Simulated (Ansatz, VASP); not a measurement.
Y2AsN: VASP beside Ansatz

```
CELL_PARAMETERS angstrom
1.86835 1.07869 6.34231
-1.86835 1.07869 6.34231
0.00000 -2.15738 6.34231
ATOMIC_POSITIONS crystal
N 0.00000 0.00000 0.00000
As 0.50000 0.50000 0.50000
Y 0.26251 0.26251 0.26251
Y 0.73749 0.73749 0.73749
```

Alike in both runs: task single point; functional r2SCAN; k mesh 8 × 8 × 8; occupations fermi-dirac, width 0.02 eV; no spin polarisation.

|  | VASP | Ansatz |
| --- | --- | --- |
| version | VASP 6.6.1 | Ansatz 0.2.0 |
| potentials or method | VASP PAW PBE potentials, release 64 (N, As, Y_sv) | plane waves, PAW |
| plane-wave cutoff (eV) | 520 | 500 |
| valence electrons in the cell | 32 | 42 |

|  | VASP | Ansatz | Ansatz less VASP |
| --- | --- | --- | --- |
| pressure (GPa) | 0.0 | 0.0 | -0.03 |

VASP's potentials were made for PBE, not for r2SCAN. VASP's potentials hold 32 valence electrons a cell and Ansatz's 42, so a difference there can come from the potentials and not from the codes.
